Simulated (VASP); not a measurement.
Here is a VASP 6.6.1 calculation.

The input INCAR:

```
ALGO = Normal
EDIFF = 1E-6
ENCUT = 500
GGA = PE
GGA_COMPAT = F
ISIF = 2
ISMEAR = 0
LASPH = T
LCHARG = F
LREAL = F
LWAVE = F
NBANDS = 11
NELM = 120
PREC = Accurate
SIGMA = 0.01
```

Contents of KPOINTS:

```
k-points
0
Gamma
  4 4 4
```

POSCAR

```
AlP
1.0
    0.0000000000      2.7392607939      2.7841846709
    2.7392607939      0.0000000000      2.7841846709
    2.7392607939      2.7392607939      0.0000000000
Al P
1 1
Direct
    0.0000000000      0.0000000000      0.0000000000
    0.2500000000      0.2500000000      0.2500000000
```

Potentials or basis: VASP PAW PBE potentials, release 64 (Al, P).

Launch:

```bash
$ cat potpaw_PBE.64/Al/POTCAR potpaw_PBE.64/P/POTCAR > POTCAR
$ mpirun -np 1 vasp_std > vasp.out
```

**Question.** Estimate the pressure.

**Answer.** 0.2 GPa.

**Question.** Predict the band gap on the k mesh.

**Answer.** 1.55 eV (least direct gap 3.05 eV).

Stress tensor (GPa, compression positive):
```
 0.61  0.00  0.00
 0.00  0.61  0.00
 0.00  0.00 -0.50
```

Caveat: the k points lie up to 0.49 Å⁻¹ apart; the cell differs from its parent crystal (uniaxial z strain +1.6%). A k mesh can miss the band edges.
